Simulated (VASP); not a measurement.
# Sc (R-3m) in VASP: further runs

Sc is run at these levels: LDA; tasks: single point.

All numbers are computed with VASP 6.6.1; they aren't measurements. Logs are shortened: lines on timing, memory, paths and dates and some standing lists are left out, and cuts for length are marked.

## 1. The cell of the first run

It takes space group R-3m (No. 166, trigonal). The conventional cell has a = 4.439 Å, b = 4.439 Å, c = 10.872 Å, α = 90.00°, β = 90.00°, γ = 120.00°. Sc (site symmetry 3m) has 1 Sc at 2.07 Å within 2.7 Å.

## 2. Single point, LDA (shortest bond scaled by 0.76)

INCAR reads:

```
SYSTEM = Sc
PREC = Accurate ; ENCUT = 520
EDIFF = 1E-7 ; ISMEAR = -1
SIGMA = 0.05 ; LREAL = .False.
LASPH = .True. ; NELM = 60
ALGO = Normal ; ISIF = 2
LWAVE = .False. ; LCHARG = .False.
NBANDS = 18
```

KPOINTS reads:

```
regular mesh
0
Gamma
  8 8 8
  0 0 0
```

POSCAR reads:

```
Sc
1.0
    0.0000000000      3.1385914680      3.1385914680
    3.1385914680      0.0000000000      3.1385914680
    3.1385914680      3.1385914680      0.0000000000
Sc
2
Direct
   -0.2150000000     -0.0950000000     -0.0950000000
    0.2150000000      0.0950000000      0.0950000000
```

Potentials or basis: VASP PAW LDA potentials, release 64 (Sc_sv).

Started as:

```
$ cat potpaw_LDA.64/Sc_sv/POTCAR > POTCAR
$ mpirun -np 1 vasp_std > vasp.out
```

OUTCAR:

```text
SYSTEM = Sc
   PREC = Accurate
   ENCUT = 520
   EDIFF = 1E-7
   ISMEAR = -1
   LREAL = .False.
   LASPH = .True.
   NELM = 60
   ISIF = 2

 ion  position               nearest neighbor table
   1  0.785  0.905  0.905-   2 2.07   2 3.00   2 3.00   2 3.00
   2  0.215  0.095  0.095-   1 2.07   1 3.00   1 3.00   1 3.00

  LATTYP: Found a face centered cubic cell.
 ALAT       =     6.2771829360

  Lattice vectors:

 A1 = (   0.0000000000,   3.1385914680,   3.1385914680)
 A2 = (   3.1385914680,   0.0000000000,   3.1385914680)
 A3 = (   3.1385914680,   3.1385914680,   0.0000000000)

Analysis of symmetry for initial positions (statically):
=====================================================================
 Subroutine PRICEL returns:
 Original cell was already a primitive cell.

 Routine SETGRP: Setting up the symmetry group for a
 face centered cubic supercell.

 Subroutine GETGRP returns: Found 12 space group operations
 (whereof  4 operations were pure point group operations)
 out of a pool of 48 trial point group operations.

The static configuration has the point symmetry C_2h.
 The point group associated with its full space group is D_3d.

Analysis of symmetry for dynamics (positions and initial velocities):
=====================================================================
 Subroutine PRICEL returns:
 Original cell was already a primitive cell.

 Routine SETGRP: Setting up the symmetry group for a
 face centered cubic supercell.

 Subroutine GETGRP returns: Found 12 space group operations
 (whereof  4 operations were pure point group operations)
 out of a pool of 48 trial point group operations.

The dynamic configuration has the point symmetry C_2h.
 The point group associated with its full space group is D_3d.

 Subroutine INISYM returns: Found 12 space group operations
 (whereof  4 operations are pure point group operations),
 and found     1 'primitive' translations

----------------------------------------------------------------------------------------

                                     Primitive cell

  volume of cell :      61.8350

  direct lattice vectors                    reciprocal lattice vectors
     0.000000000  3.138591468  3.138591468    -0.159307130  0.159307130  0.159307130
     3.138591468  0.000000000  3.138591468     0.159307130 -0.159307130  0.159307130
     3.138591468  3.138591468  0.000000000     0.159307130  0.159307130 -0.159307130

  length of vectors
     4.438638621  4.438638621  4.438638621     0.275928044  0.275928044  0.275928044

  position of ions in fractional coordinates (direct lattice)
     0.785000000  0.905000000  0.905000000
     0.215000000  0.095000000  0.095000000

  ion indices of the primitive-cell ions
   primitive index   ion index
                 1           1
                 2           2

----------------------------------------------------------------------------------------

 KPOINTS: regular mesh

Automatic generation of k-mesh.
 Grid dimensions read from file:
 generate k-points for:    8    8    8

 Generating k-lattice:

  Cartesian coordinates                     Fractional coordinates (reciprocal lattice)
    -0.019913391  0.019913391  0.019913391     0.125000000  0.000000000  0.000000000
     0.019913391 -0.019913391  0.019913391     0.000000000  0.125000000  0.000000000
     0.019913391  0.019913391 -0.019913391     0.000000000  0.000000000  0.125000000

  Length of vectors
     0.034491005  0.034491005  0.034491005

  Shift w.r.t. Gamma in fractional coordinates (k-lattice)
     0.000000000  0.000000000  0.000000000

 Subroutine IBZKPT returns following result:
 ===========================================

 Found     65 irreducible k-points:

 Following reciprocal coordinates:
            Coordinates               Weight
  0.000000  0.000000  0.000000      1.000000
  0.125000  0.000000  0.000000      2.000000
  0.000000  0.125000  0.000000      6.000000
  0.250000  0.000000  0.000000      2.000000
  0.000000  0.250000  0.000000      6.000000
  0.375000  0.000000  0.000000      2.000000
[... 16 lines left out ...]
 -0.250000  0.125000  0.000000      6.000000
  0.000000 -0.250000  0.125000     12.000000
 [... further k-points ...]
   k-points           NKPTS =     65   k-points in BZ     NKDIM =     65   number of bands    NBANDS=     18
   number of dos      NEDOS =    301   number of ions     NIONS =      2
   total plane-waves  NPLWV =  46656
   dimension x,y,z NGX =    36 NGY =   36 NGZ =   36
   dimension x,y,z NGXF=    72 NGYF=   72 NGZF=   72
   ions per type =               2
   NGX,Y,Z   is equivalent  to a cutoff of  13.48, 13.48, 13.48 a.u.
   NGXF,Y,Z  is equivalent  to a cutoff of  26.97, 26.97, 26.97 a.u.
 SYSTEM =  Sc
   PREC   = accura    normal or accurate (medium, high low for compatibility)
   ISTART =      0    job   : 0-new  1-cont  2-samecut
   ICHARG =      2    charge: 1-file 2-atom 10-const
   ISPIN  =      1    spin polarized calculation?
   LNONCOLLINEAR =      F non collinear calculations
   LSORBIT =      F    spin-orbit coupling
   LASPH  =      T    aspherical Exc in radial PAW
   ENCUT  =  520.0 eV  38.22 Ry    6.18 a.u.   8.25  8.25  8.25*2*pi/ulx,y,z
   NELM   =     60;   NELMIN=  2; NELMDL= -5     # of ELM steps
   EDIFF  = 0.1E-06   stopping-criterion for ELM
   LREAL  =      F    real-space projection
   EDIFFG = 0.1E-05   stopping-criterion for IOM
   NSW    =      0    number of steps for IOM
   IBRION =     -1    ionic relax: 0-MD 1-quasi-New 2-CG
   NFREE  =      0    steps in history (QN), initial steepest desc. (CG)
   ISIF   =      2    stress and relaxation
   ISYM   =      2    0-nonsym 1-usesym 2-fastsym
   POTIM  = 0.5000    time-step for ionic-motion
   TEBEG  =    0.0;   TEEND  =   0.0 temperature during run
   PSTRESS=    0.0 pullay stress
   NELECT =      22.0000    total number of electrons
   NUPDOWN=      -1.0000    fix difference up-down
   EMIN   =  10.00;   EMAX   =-10.00  energy-range for DOS
   EFERMI =   0.00;   METHOD = LEGACY
   ISMEAR =    -1;   SIGMA  =   0.05  broadening in eV -4-tet -1-fermi 0-gaus
   EFERMI_NEDOS =   21; number of points for ismear=-14 and -15
   IALGO  =     38    algorithm
   IMIX   =      4    mixing-type and parameters
     AMIX     =   0.40;   BMIX     =  1.00
     AMIX_MAG =   1.60;   BMIX_MAG =  1.00
  volume/ion in A,a.u.               =      30.92       208.64
  Fermi-wavevector in a.u.,A,eV,Ry     =   1.160035  2.192147 18.309091  1.345680
  Thomas-Fermi vector in A             =   2.296621
   LORBIT       =      0    0 simple, 1 ext, 2 COOP (PROOUT), +10 PAW based schemes
   GGA     = CA    functional components
   LHFCALC =     F    Hartree Fock is set to
   AEXX    =    0.0000 exact exchange contribution
   IVDW    =     0    specifies the selected vdW correction
   LEPSILON=     F    determine dielectric tensor
   LRPA    =     F    only Hartree local field effects (RPA)
 non-spin polarized calculation
  energy-cutoff  :      520.00
  volume of cell :       61.83
 maximum number of plane-waves:      1687
 NGX is ok and might be reduce to    36
   NGX = 17   NGY = 17   NGZ = 17

 number of electron      22.0000000 magnetization

 Free energy of the ion-electron system (eV)
  ---------------------------------------------------
  ext. energy  EPLUGINS =         0.00000000
  ---------------------------------------------------
  free energy    TOTEN  =        -9.04519019 eV

  energy without entropy =       -8.99044073  energy(sigma->0) =       -9.01781546

 E-fermi :   1.7275     XC(G=0):  -8.9041

 val. band max:        1.7117395545   @ k =   0.1250   0.1250   0.0000
 cond. band min:       1.7326166622   @ k =   0.2500   0.1250  -0.2500
 fundamental gap:      0.0208771077
 Fermi energy:         1.7275347819

 k-point     1 :       0.0000    0.0000    0.0000
  band No.  band energies     occupation
      1     -47.2072      2.00000
      2     -46.1452      2.00000
      3     -27.4808      2.00000
      4     -25.8727      2.00000
      5     -25.8727      2.00000
      6     -25.4903      2.00000
[... 10 lines left out ...]
     17       4.2874      0.00000
     18       6.0329      0.00000

 k-point     2 :       0.1250    0.0000    0.0000
  band No.  band energies     occupation
      1     -47.1967      2.00000
      2     -46.1575      2.00000
      3     -27.4607      2.00000
      4     -25.9129      2.00000
      5     -25.9129      2.00000
      6     -25.4477      2.00000
[... 10 lines left out ...]
     17       4.4790      0.00000
     18       6.3247      0.00000

 k-point     3 :       0.0000    0.1250    0.0000
  band No.  band energies     occupation
      1     -47.2035      2.00000
      2     -46.1494      2.00000
      3     -27.4749      2.00000
      4     -25.9044      2.00000
      5     -25.8697      2.00000
      6     -25.4942      2.00000
[... 10 lines left out ...]
     17       4.3996      0.00000
     18       5.9876      0.00000

 k-point     4 :       0.2500    0.0000    0.0000
  band No.  band energies     occupation
      1     -47.1704      2.00000
      2     -46.1882      2.00000
      3     -27.4111      2.00000
      4     -25.9881      2.00000
      5     -25.9881      2.00000
      6     -25.3669      2.00000
[... 10 lines left out ...]
     17       4.4235      0.00000
     18       6.8221      0.00000

 k-point     5 :       0.0000    0.2500    0.0000
  band No.  band energies     occupation
      1     -47.1943      2.00000
      2     -46.1597      2.00000
      3     -27.4602      2.00000
      4     -25.9700      2.00000
      5     -25.8622      2.00000
      6     -25.5042      2.00000
[... 10 lines left out ...]
     17       4.8912      0.00000
     18       5.7730      0.00000

 k-point     6 :       0.3750    0.0000    0.0000
  band No.  band energies     occupation
      1     -47.1424      2.00000
      2     -46.2206      2.00000
      3     -27.3602      2.00000
      4     -26.0474      2.00000
      5     -26.0474      2.00000
      6     -25.3021      2.00000
[... 10 lines left out ...]
     17       4.4532      0.00000
     18       7.2170      0.00000

 k-point     7 :       0.0000    0.3750    0.0000
  band No.  band energies     occupation
      1     -47.1849      2.00000
      2     -46.1703      2.00000
      3     -27.4449      2.00000
      4     -26.0271      2.00000
      5     -25.8542      2.00000
      6     -25.5146      2.00000
[... 10 lines left out ...]
     17       5.0121      0.00000
     18       5.5650      0.00000

 k-point     8 :       0.5000    0.0000    0.0000
  band No.  band energies     occupation
      1     -47.1302      2.00000
      2     -46.2347      2.00000
      3     -27.3387      2.00000
      4     -26.0691      2.00000
      5     -26.0691      2.00000
      6     -25.2780      2.00000
[... 10 lines left out ...]
     17       4.7703      0.00000
     18       7.3947      0.00000
[... 229 lines left out ...]
     17       4.9512      0.00000
     18       5.5622      0.00000

 k-point    20 :      -0.3750    0.1250    0.0000
  band No.  band energies     occupation
      1     -47.1381      2.00000
      2     -46.2255      2.00000
      3     -27.3541      2.00000
      4     -26.0641      2.00000
      5     -26.0461      2.00000
      6     -25.3043      2.00000
[... 10 lines left out ...]
     17       4.5819      0.00000
     18       7.0985      0.00000

 k-point    21 :       0.0000   -0.3750    0.1250
  band No.  band energies     occupation
      1     -47.1810      2.00000
      2     -46.1747      2.00000
      3     -27.4392      2.00000
      4     -26.0298      2.00000
      5     -25.8782      2.00000
      6     -25.4920      2.00000
[... 10 lines left out ...]
     17       4.8473      0.00000
     18       5.5931      0.00000

 k-point    22 :       0.1250    0.0000   -0.3750
  band No.  band energies     occupation
      1     -47.1739      2.00000
      2     -46.1831      2.00000
      3     -27.4245      2.00000
      4     -26.0501      2.00000
      5     -25.8986      2.00000
      6     -25.4679      2.00000
[... 10 lines left out ...]
     17       4.9775      0.00000
     18       5.7908      0.00000

 k-point    23 :      -0.2500    0.1250    0.0000
  band No.  band energies     occupation
      1     -47.1610      2.00000
      2     -46.1990      2.00000
      3     -27.3950      2.00000
      4     -26.0371      2.00000
      5     -25.9815      2.00000
      6     -25.3749      2.00000
[... 10 lines left out ...]
     17       4.5096      0.00000
     18       6.7823      0.00000

 k-point    24 :       0.0000   -0.2500    0.1250
  band No.  band energies     occupation
      1     -47.1902      2.00000
      2     -46.1642      2.00000
      3     -27.4550      2.00000
      4     -25.9738      2.00000
      5     -25.8869      2.00000
      6     -25.4812      2.00000
[... 10 lines left out ...]
     17       5.0302      0.00000
     18       5.3958      0.00000

 [... further k-points ...]
[... 5 lines left out ...]
  --------------------------------------------------------------------------------------
  -------------------------------------------------------------------------------------
  Total       -0.1814676     -0.1814676     -0.1814676     -3.0474896      3.0474896     -3.0474896
  in kB       -4.7019196     -4.7019196     -4.7019196    -78.9620574     78.9620574    -78.9620574
  external PRESSURE =      -4.7019196 kB  Pullay stress =       0.0000000 kB

 VOLUME and BASIS-vectors are now :
 -----------------------------------------------------------------------------
  energy-cutoff  :      520.00
  volume of cell :       61.83
      direct lattice vectors                 reciprocal lattice vectors
     0.000000000  3.138591468  3.138591468    -0.159307130  0.159307130  0.159307130
     3.138591468  0.000000000  3.138591468     0.159307130 -0.159307130  0.159307130
     3.138591468  3.138591468  0.000000000     0.159307130  0.159307130 -0.159307130

 POSITION                                       TOTAL-FORCE (eV/Angst)
 -----------------------------------------------------------------------------------
      5.68085      5.30422      5.30422        -1.455055      1.455055      1.455055
      0.59633      0.97296      0.97296         1.455055     -1.455055     -1.455055
 -----------------------------------------------------------------------------------
    total drift:                                0.000000      0.000000     -0.000000

  FREE ENERGIE OF THE ION-ELECTRON SYSTEM (eV)
  ---------------------------------------------------
  free  energy   TOTEN  =        -9.0451901898 eV

  energy  without entropy=       -8.9904407345  energy(sigma->0) =       -9.01781546
```

Wall time 1.7 min (1 thread of Intel Xeon 8259CL, shared host); peak memory 0.2 GiB.

What came out:

- Free energy: -9.0452 eV
- Pressure: -0.5 GPa
- Largest force: 2.520 eV/Å
- Band gap on the k mesh: zero (band 11 reaches 1.98 eV, above the bottom of band 12 at 1.46 eV)

Forces on the atoms (eV/Å):
```
Sc  -1.455  1.455  1.455
Sc   1.455 -1.455 -1.455
```

Caveat: the cell differs from its parent crystal (shortest bond scaled by 0.76); forces of over 1 eV/Å act on the atoms, so gaps and moduli don't describe the material at rest.

## 3. Single point, LDA (shortest bond scaled by 0.7)

INCAR reads:

```
  PREC = Accurate
  ENCUT = 520
  EDIFF = 1E-6
  ISMEAR = -1
  SIGMA = 0.05
  LREAL = F
  LASPH = T
  NELM = 60
  ALGO = Normal
  ISIF = 2
  LWAVE = F
  LCHARG = F
  GGA = CA
  NBANDS = 18
```

KPOINTS reads:

```
regular mesh
0
Gamma
  8 8 8
```

POSCAR reads:

```
Sc
1.0
    0.0000000000      3.1385914680      3.1385914680
    3.1385914680      0.0000000000      3.1385914680
    3.1385914680      3.1385914680      0.0000000000
Sc
2
Direct
   -0.2375000000     -0.0875000000     -0.0875000000
    0.2375000000      0.0875000000      0.0875000000
```

Potentials or basis: VASP PAW LDA potentials, release 64 (Sc_sv).

Started as:

```
$ cat potpaw_LDA.64/Sc_sv/POTCAR > POTCAR
$ mpirun -np 1 vasp_std > vasp.out
```

Run time: 98 s. Hardware: 1 thread of Intel Xeon 8259CL, shared host; peak memory 0.2 GiB.

It converged, with:

| Property | Result |
| --- | --- |
| Free energy | -8.3238 eV |
| Pressure | 5.0 GPa |
| Largest force | 6.986 eV/Å |
| Band gap on the k mesh | zero (band 11 reaches 1.90 eV, above the bottom of band 12 at 1.30 eV) |

Forces on the atoms (eV/Å):
```
Sc  -4.033  4.033  4.033
Sc   4.033 -4.033 -4.033
```

Stress tensor (GPa, compression positive):
```
  5.04 -13.88 -13.88
-13.88   5.04  13.88
-13.88  13.88   5.04
```

Levels at points of the mesh, in eV from the Fermi level:
| k point | band 9 | band 10 | band 11 | band 12 | band 13 | band 14 |
| --- | --- | --- | --- | --- | --- | --- |
| (0.00, 0.00, 0.00) | -3.65 | 0.26 | 0.26 | 0.86 | 0.86 | 1.77 |
| (0.50, 0.00, 0.00) | -1.93 | -0.89 | -0.28 | -0.28 | 0.58 | 0.58 |
| (0.00, 0.50, 0.00) | -1.19 | -0.50 | -0.39 | 0.26 | 1.10 | 1.45 |
| (0.50, 0.50, 0.00) | -1.02 | -0.55 | -0.32 | 0.41 | 0.68 | 1.26 |

Caveat: the cell differs from its parent crystal (shortest bond scaled by 0.7); forces of over 1 eV/Å act on the atoms, so gaps and moduli don't describe the material at rest.
